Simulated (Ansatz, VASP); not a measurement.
# One calculation of Y, two programs

```
Y
1.0
    -1.77533    1.77533    2.56949
     1.77533   -1.77533    2.56949
     1.77533    1.77533   -2.56949
Y
1
Direct
  0.00000 0.00000 0.00000
```

Alike in both runs: functional PBE; k mesh 6 × 6 × 6; occupations gaussian, width 0.1 eV; no spin polarisation.

Ansatz relaxed the structure, and its values are those at the end. VASP's run is a single point on that final structure, the one shown.

|  | VASP | Ansatz |
| --- | --- | --- |
| version | VASP 6.6.1 | Ansatz 0.2.0 |
| potentials or method | VASP PAW PBE potentials, release 64 (Y_sv), cutoff 520 eV | scalar-relativistic, plane waves, PAW |
| valence electrons in the cell | 11 | 11 |

|  | VASP | Ansatz | Ansatz less VASP |
| --- | --- | --- | --- |
| gap on the k mesh at the Fermi level (eV) | none | none | - |
| pressure (GPa) | -0.1 | 0.1 | +0.14 |

A gap of «none» marks a metal or a gap that the smearing closes. With one functional, cell and mesh, what is left measures potentials, basis and numerics.

The k mesh is coarse, so the values compare programs but aren't converged.
